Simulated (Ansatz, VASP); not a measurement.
Sc in VASP and in Ansatz

The input INCAR:

```
SYSTEM = Sc
PREC = Accurate ; ENCUT = 500
EDIFF = 1E-6 ; ISMEAR = -1
SIGMA = 0.05 ; LREAL = .False.
LASPH = .True. ; NELM = 120
ALGO = Normal ; ISIF = 2
LWAVE = .False. ; LCHARG = .False.
GGA = PS ; NBANDS = 18
GGA_COMPAT = .False.
```

Contents of KPOINTS:

```
regular mesh
0
Gamma
  8 8 4
  0 0 0
```

The input POSCAR:

```
Sc
1.0
    3.3090000000      0.0000000000      0.0000000000
   -1.6545000000      2.8656780611      0.0000000000
    0.0000000000      0.0000000000      5.2733000000
Sc
2
Direct
    0.6666666667      0.3333333333      0.7500000000
    0.3333333333      0.6666666667      0.2500000000
```

File input.yaml:

```yaml
crystal:
  lattice:
    - [3.309, 0.0, 0.0]
    - [-1.6545, 2.8656780611, 0.0]
    - [0.0, 0.0, 5.2733]
  atoms:
    - { symbol: Sc, position: [0.6666666667, 0.3333333333, 0.75] }
    - { symbol: Sc, position: [0.3333333333, 0.6666666667, 0.25] }
hamiltonian:
  xc: pbesol
  pseudopotentials: { kind: paw }
kpoints:
  mp_grid: { grid: [8, 8, 4] }
  band_path:
    path:
      - [[0.0, 0.0, 0.0], [0.5, 0.0, 0.0], [0.3333333333, 0.3333333333, 0.0], [0.0, 0.0, 0.0], [0.0, 0.0, 0.5], [0.5, 0.0, 0.5], [0.3333333333, 0.3333333333, 0.5], [0.0, 0.0, 0.5]]
      - [[0.5, 0.0, 0.5], [0.5, 0.0, 0.0]]
      - [[0.3333333333, 0.3333333333, 0.0], [0.3333333333, 0.3333333333, 0.5]]
    npoints: 14
scf:
  occupations: { method: fermi_dirac, width: 0.05 }
  n_extra_bands: 6
output:
  forces: true
  stress: true
  eigenvalues: true
  fatbands: false
  write_density: true
  write_potential: true
  elf: true
  volumetric_format: npy
```

Alike in both runs: functional PBEsol; k mesh 8 × 8 × 4; occupations fermi-dirac, width 0.05 eV; no spin polarisation.

|  | VASP | Ansatz |
| --- | --- | --- |
| version | VASP 6.6.1 | Ansatz 0.2.0 |
| potentials or method | VASP PAW PBE potentials, release 64 (Sc_sv) | Ansatz PAW |
| plane-wave cutoff (eV) | 500 | 420 |
| valence electrons in the cell | 22 | 22 |
| task | single point | band structure |

|  | VASP | Ansatz | Ansatz less VASP |
| --- | --- | --- | --- |
| gap on the k mesh at the Fermi level (eV) | none | none | - |
| pressure (GPa) | -2.9 | -2.9 | +0.01 |
| traceless stress, the component that is largest in VASP (GPa) | -1.28 | -1.28 | -0.003 |

VASP's potentials were made for PBE, not for PBEsol. A gap of «none» marks a metal or a gap that the smearing closes.
